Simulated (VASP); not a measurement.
Write the native input for VASP 6.6.1 that does the following.

```yaml
Task: single point
Functional: LDA
Potentials_or_basis: VASP PAW LDA potentials, release 64 (Cu_sv_GW)
Cutoff: 700 eV
k_mesh: 10 × 10 × 3
Occupations: fermi-dirac, width 0.1 eV
Spin: no spin polarisation
Dipole_correction: no
Second_run: valence_matched
Further_INCAR_settings: ALGO = Normal; EDIFF = 1e-06; NBANDS = 46
```

The structure of Cu lies in POSCAR:

```
Cu
1.0
    2.5307640000      0.0000000000      0.0000000000
   -1.2653820000      2.1917060000      0.0000000000
    0.0000000000      0.0000000000      8.2618150000
Cu
4
Direct
    0.0000000000      0.0000000000      0.0000000000
    0.3333333333      0.6666666667      0.2500000000
    0.0000000000      0.0000000000      0.5000000000
    0.6666666667      0.3333333333      0.7500000000
```

The input as run:

INCAR

```
PREC = Accurate
ENCUT = 700
EDIFF = 1E-6
ISMEAR = -1
SIGMA = 0.1
LREAL = F
LASPH = T
NELM = 120
ALGO = Normal
ISIF = 2
LWAVE = F
LCHARG = F
GGA = CA
NBANDS = 46
GGA_COMPAT = F
```

KPOINTS

```
Automatic mesh
0
Gamma
  10 10 3
```

Potentials or basis: VASP PAW LDA potentials, release 64 (Cu_sv_GW).

Command:

```sh
$ cat potpaw_LDA.64/Cu_sv_GW/POTCAR > POTCAR
$ mpirun -np 1 vasp_std > vasp.out
```

It gave:

```yaml
Pressure: -12.8 GPa
Band_gap_on_the_k_mesh: zero (band 38 reaches 10.65 eV, above the bottom of band 39 at 5.82 eV)
```

It took 2 min on 1 thread of Intel(R) Xeon(R) Platinum 8488C (Sapphire Rapids), on a shared host, peak memory 0.21 GiB.
